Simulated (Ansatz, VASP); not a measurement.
One calculation of Mg3Sn2N2, two programs

```xyz
7
Lattice="3.4622 -3.3244 0.0000 3.4622 3.3244 0.0000 0.0000 0.0000 7.5186" Properties=species:S:1:pos:R:3 pbc="T T T"
Mg    1.9234    0.0000    0.0000
Mg    5.0010    0.0000    0.0000
Mg    3.4622    0.0000    3.7593
Sn    0.0000    0.0000    2.2249
Sn    0.0000    0.0000    5.2937
N     3.4622   -1.9315    3.7593
N     3.4622    1.9315    3.7593
```

Alike in both runs: functional PBE; k mesh 4 × 4 × 3; occupations gaussian, width 0.2 eV; no spin polarisation.

Ansatz relaxed the structure, and its values are those at the end. VASP's run is a single point on that final structure, the one shown.

|  | VASP | Ansatz |
| --- | --- | --- |
| version | VASP 6.6.1 | Ansatz 0.2.0 |
| potentials or method | VASP PAW PBE potentials, release 64 (Mg, Sn_d, N), cutoff 520 eV | scalar-relativistic, plane waves, PAW |
| valence electrons in the cell | 44 | 68 |

|  | VASP | Ansatz | Ansatz less VASP |
| --- | --- | --- | --- |
| gap on the k mesh at the Fermi level (eV) | none | none | - |
| pressure (GPa) | 0.0 | 0.1 | +0.04 |
| rms of the force components (eV/Å) | 0.014 | 0.019 | +0.0051 |

A gap of «none» marks a metal or a gap that the smearing closes. VASP's potentials hold 44 valence electrons a cell and Ansatz's 68, so a difference there can come from the potentials and not from the codes.
